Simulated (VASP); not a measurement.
Hg: single point with PBEsol+D3(BJ)

Hg:

```
Hg
1.0
     3.23858    0.00000    0.00000
    -1.61929    2.80469    0.00000
     0.00000    0.00000    4.98677
Hg
2
Cartesian
  1.6193 0.9349 3.7401
  0.0000 1.8698 1.2467
```

```json
{
 "Program": "VASP 6.6.1",
 "Task": "single point",
 "Functional": "PBEsol",
 "Dispersion": "D3(BJ)",
 "Potentials or basis": "VASP PAW PBE potentials, release 64 (Hg)",
 "Cutoff": "520 eV",
 "k mesh": "18 × 18 × 10",
 "Occupations": "gaussian, width 0.15 eV",
 "Spin": "no spin polarisation",
 "Dipole correction": "no",
 "Further INCAR settings": "ALGO = Fast; EDIFF = 1e-06; NBANDS = 19"
}
```

```yaml
Pressure: -1.1 GPa
Band_gap_on_the_k_mesh: zero (bands 12 and 13 overlap by 1.13 eV)
Dispersion_energy_per_atom: -0.441 eV
```

Stress tensor (GPa, compression positive):
```
-1.12  0.00  0.00
 0.00 -1.12  0.00
 0.00  0.00 -0.97
```

Levels at points of the mesh, in eV from the Fermi level:
| k point | band 9 | band 10 | band 11 | band 12 | band 13 | band 14 | band 15 | band 16 |
| --- | --- | --- | --- | --- | --- | --- | --- | --- |
| (0.00, 0.00, 0.00) | -6.70 | -5.79 | -5.79 | -1.42 | -0.74 | 12.17 | 12.17 | 12.78 |
| (0.50, 0.00, 0.00) | -5.70 | -5.60 | -2.60 | -2.52 | 3.33 | 3.52 | 4.31 | 6.55 |
| (0.00, 0.00, 0.50) | -6.03 | -6.03 | -6.03 | -6.03 | 8.02 | 8.02 | 13.02 | 13.02 |
| (0.50, 0.00, 0.50) | -5.75 | -5.75 | -1.46 | -1.46 | -0.25 | -0.25 | 9.13 | 9.13 |

Wall time 2.1 min on 1 thread of Intel Xeon 8259CL, on a shared host, peak memory 0.29 GiB.

Caveat: the PAW data sets were made with another functional, which shifts forces and pressure a little; spin-orbit coupling is left out, which moves the levels of the heavy elements.
